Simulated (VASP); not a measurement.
Rb: single point with PBE

Rb:

```xyz
1
Lattice="-2.8353 2.8353 2.8353 2.8353 -2.8353 2.8353 2.8353 2.8353 -2.8353" Properties=species:S:1:pos:R:3 pbc="T T T"
Rb    0.0000    0.0000    0.0000
```

```yaml
Program: VASP 6.6.1
Task: single point
Functional: PBE
Potentials_or_basis: VASP PAW PBE potentials, release 64 (Rb_sv)
Cutoff: 520 eV
k_mesh: 10 × 10 × 10
Occupations: gaussian, width 0.1 eV
Spin: no spin polarisation
Dipole_correction: no
Further_INCAR_settings: ALGO = Fast; EDIFF = 1e-07; NBANDS = 10
```

```json
{
 "Pressure": "0.0 GPa",
 "Band gap on the k mesh": "zero (an odd number of electrons rules out a gap without spin polarisation)"
}
```

Levels at points of the mesh, in eV from the Fermi level:
```tsv
k point	band 1	band 2	band 3	band 4	band 5	band 6	band 7	band 8	band 9	band 10
(0.00, 0.00, 0.00)	-28.91	-12.95	-12.95	-12.95	-1.97	3.67	3.67	3.67	4.61	4.61
(0.50, 0.00, 0.00)	-28.90	-13.04	-12.98	-12.95	0.24	0.78	2.58	4.25	5.15	5.22
(0.50, 0.50, 0.50)	-28.90	-13.02	-13.02	-13.02	1.26	1.26	3.24	3.24	3.24	4.78
```

Run time: 42 s on 1 thread of AMD EPYC 7R13 Processor (Zen 3), on a shared host, peak memory 0.21 GiB.
